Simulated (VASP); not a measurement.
**Te3O2: single point with PBE**

The system is Te3O2.

```
Te O
1.0
     3.69345    2.13241    2.48695
    -3.69345    2.13241    2.48695
     0.00000   -4.26483    2.48695
Te O
3 2
Direct
  0.00000 0.50000 0.00000
  0.00000 0.00000 0.50000
  0.50000 0.00000 0.00000
  0.76018 0.76018 0.76018
  0.23982 0.23982 0.23982
```

The cell was generated, and may not be a known phase.

```
Program             : VASP 6.6.1
Task                : single point
Functional          : PBE
Potentials or basis : VASP PAW PBE potentials, release 64 (Te, O)
Cutoff              : 520 eV
k mesh              : 12 × 12 × 12
Occupations         : gaussian, width 0.1 eV
Spin                : no spin polarisation
```

```
Pressure               : -0.3 GPa
Largest force          : 0.016 eV/Å
Band gap on the k mesh : zero (bands 15 and 16 overlap by 1.98 eV)
```

Forces on the atoms (eV/Å):
```
Te   0.000  0.000  0.000
Te   0.000  0.000  0.000
Te   0.000  0.000  0.000
O    0.000  0.000  0.016
O    0.000  0.000 -0.016
```

Stress tensor (GPa, compression positive):
```
-0.36  0.00  0.00
 0.00 -0.36  0.00
 0.00  0.00 -0.14
```

Levels at points of the mesh, in eV from the Fermi level:
```
           k point  band 13  band 14  band 15  band 16  band 17  band 18
(0.00, 0.00, 0.00)    -2.44    -2.09     0.63     1.05     1.05     4.11
(0.50, 0.00, 0.00)    -1.55    -1.34    -0.97    -0.55     1.78     2.27
(0.50, 0.50, 0.00)    -1.59    -1.43    -0.98    -0.52     1.72     2.02
(0.50, 0.50, 0.50)    -2.67    -1.74     0.27     1.69     2.14     2.14
```

Wall time 15 min on 1 thread of Oxide Virtual Turin-like Processor, with other jobs on the host, peak memory 0.51 GiB.

Caveat: spin-orbit coupling is left out, which moves the levels of the heavy elements.
